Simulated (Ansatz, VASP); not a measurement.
This is a calculation of SnSe for Ansatz 0.2.0.

File input.yaml:

```yaml
crystal:
  lattice:
    - [0.0, 2.9485541872, 2.9485541872]
    - [2.9485541872, 0.0, 2.9485541872]
    - [2.9485541872, 2.9485541872, 0.0]
  atoms:
    - { symbol: Sn, position: [0.0, 0.0, 0.0] }
    - { symbol: Se, position: [0.5, 0.5, 0.5] }
hamiltonian:
  xc: { exchange: b88, correlation: pbe }
  pseudopotentials: { kind: paw }
kpoints:
  mp_grid: { grid: [8, 8, 8] }
scf:
  occupations: { method: fermi_dirac, width: 0.05 }
output:
  forces: true
  stress: true
  eigenvalues: true
```

Potentials or basis: Ansatz PAW.

Command:

```sh
$ ansatz run input.yaml --threads 2 --pin off --max-ram 5120MiB --backend cpu --events-out ev --progress --plain --runs-dir out
```

Q: Set up the same calculation for VASP 6.6.1. Potentials there: VASP PAW PBE potentials, release 64 (Sn_d, Se).

A: As run (the cutoff follows the program's own potentials):

Contents of INCAR:

```
SYSTEM = SnSe
PREC = Accurate
ENCUT = 500
EDIFF = 1E-6
ISMEAR = -1
SIGMA = 0.05
LREAL = .False.
LASPH = .True.
NELM = 120
ALGO = Normal
ISIF = 2
LWAVE = .False.
LCHARG = .True.
GGA = LIBXC
LIBXC1 = GGA_X_B88
LIBXC2 = GGA_C_PBE
LELF = .True.
LVHAR = .True.
NBANDS = 17
GGA_COMPAT = .False.
```

The input KPOINTS:

```
regular mesh
0
Gamma
  8 8 8
  0 0 0
```

File POSCAR:

```
SnSe
1.0
    0.0000000000      2.9485541872      2.9485541872
    2.9485541872      0.0000000000      2.9485541872
    2.9485541872      2.9485541872      0.0000000000
Sn Se
1 1
Direct
    0.0000000000      0.0000000000      0.0000000000
    0.5000000000      0.5000000000      0.5000000000
```

Potentials or basis: VASP PAW PBE potentials, release 64 (Sn_d, Se).

Command:

```console
$ cat potpaw_PBE.64/Sn_d/POTCAR potpaw_PBE.64/Se/POTCAR > POTCAR
$ mpirun -np 1 vasp_std > vasp.out
```

Both were run:

|  | VASP | Ansatz | Ansatz less VASP |
| --- | --- | --- | --- |
| gap on the k mesh at the Fermi level (eV) | 0.75 | 0.75 | -0.001 |
| least direct gap on the mesh (eV) | 0.85 | 0.85 | -0.001 |
| pressure (GPa) | 4.5 | 4.5 | +0.01 |

VASP's potentials were made for PBE, not for b88 exchange, pbe correlation. VASP's potentials hold 20 valence electrons a cell and Ansatz's 30, so a difference there can come from the potentials and not from the codes.
